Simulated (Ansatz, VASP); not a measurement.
# BP: VASP beside Ansatz

```
B P
1.0
     3.20394    0.00000    0.00000
    -1.60197    2.77469    0.00000
     0.00000    0.00000    8.46662
B P
2 2
Direct
  0.33333 0.66667 0.25000
  0.66667 0.33333 0.75000
  0.66667 0.33333 0.25000
  0.33333 0.66667 0.75000
```

Alike in both runs: task single point; functional PBE; k mesh 6 × 6 × 2; no spin polarisation.

|  | VASP | Ansatz |
| --- | --- | --- |
| version | VASP 6.6.1 | Ansatz 0.2.0 |
| potentials or method | VASP PAW PBE potentials, release 64 (B, P) | plane waves, PAW |
| plane-wave cutoff (eV) | 520 | 420 |
| occupations | gaussian, width 0.01 eV | fixed |
| valence electrons in the cell | 16 | 16 |

```tsv
	VASP	Ansatz	Ansatz less VASP
gap on the k mesh at the Fermi level (eV)	0.87	0.86	-0.012
pressure (GPa)	1.0	1.2	+0.16
traceless stress, the component that is largest in VASP (GPa)	-0.45	-0.57	-0.127
```
